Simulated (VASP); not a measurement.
## GaAs: single point with PBE

GaAs:

```
CELL_PARAMETERS angstrom
0.00000 2.82685 2.82685
2.82685 0.00000 2.82685
2.82685 2.82685 0.00000
ATOMIC_POSITIONS crystal
Ga 0.00000 0.00000 0.00000
As 0.25000 0.25000 0.25000
```

```yaml
Program: VASP 6.6.1
Task: single point
Functional: PBE
Potentials_or_basis: VASP PAW PBE potentials, release 64 (Ga_d, As)
Cutoff: 520 eV
k_mesh: 6 × 6 × 6
Occupations: gaussian, width 0.01 eV
Spin: no spin polarisation
Dipole_correction: no
Further_INCAR_settings: ALGO = Normal; EDIFF = 1e-07; NBANDS = 16
```

The pressure is 3.5 GPa and the band gap on the k mesh is 0.52 eV, direct.

Levels at points of the mesh, in eV from the valence-band top:
```csv
k point,band 6,band 7,band 8,band 9,band 10,band 11,band 12,band 13
"(0.00, 0.00, 0.00)",-12.73,0.00,0.00,0.00,0.52,3.72,3.72,3.72
"(0.50, 0.00, 0.00)",-10.96,-6.64,-1.14,-1.14,1.00,4.63,4.63,7.75
"(0.50, 0.50, 0.00)",-10.22,-6.82,-2.68,-2.68,1.46,1.65,10.16,10.16
```

Run time: 16 s on 1 thread of Intel Xeon 8259CL, with other jobs on the host, peak memory 0.17 GiB.

A k mesh can miss the band edges.
